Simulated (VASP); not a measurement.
**Si: elastic constants with r2SCAN**

Crystal: Si.

```
CELL_PARAMETERS angstrom
0.00000 2.61497 2.61497
2.61497 0.00000 2.61497
2.61497 2.61497 0.00000
ATOMIC_POSITIONS crystal
Si 0.25000 0.25000 0.25000
Si 0.00000 0.00000 0.00000
```

```yaml
Program: VASP 6.6.1
Task: elastic constants
Functional: r2SCAN
Potentials_or_basis: VASP PAW PBE potentials, release 64 (Si)
Cutoff: 600 eV
k_mesh: 8 × 8 × 8
Occupations: gaussian, width 0.01 eV
Spin: no spin polarisation
Dipole_correction: no
Ions_in_elastic_constants: relaxed
Further_INCAR_settings: ALGO = Normal; EDIFF = 1e-08; IBRION = 6; POTIM = 0.015; NSW = 1; ISIF = 3
```

* Elastic constants C11, C12, C44: 210, 105, 88 GPa
* Voigt bulk modulus: 140 GPa
* Highest phonon frequency at Γ: 582 cm⁻¹

Phonon frequencies in cm⁻¹ (negative: imaginary):
```csv
q point,frequencies
"(0.000, 0.000, 0.000)",0 0 0 582 582 582
```

Elastic tensor in Voigt notation (GPa, in the Cartesian axes of the cell as first typed):
```
210 105 105   0   0   0
105 210 105   0   0   0
105 105 210   0   0   0
  0   0   0  88   0   0
  0   0   0   0  88   0
  0   0   0   0   0  88
```

Clamped-ion elastic tensor (GPa):
```
210 105 105   0   0   0
105 210 105   0   0   0
105 105 210   0   0   0
  0   0   0 149   0   0
  0   0   0   0 149   0
  0   0   0   0   0 149
```

Wall time 16 min on 1 thread of Intel(R) Xeon(R) 6975P-C (Granite Rapids), on a shared host, peak memory 0.23 GiB.

Caveat: the cell is under stress, which shifts elastic constants; the PAW data sets were made with another functional, which shifts forces and pressure a little.
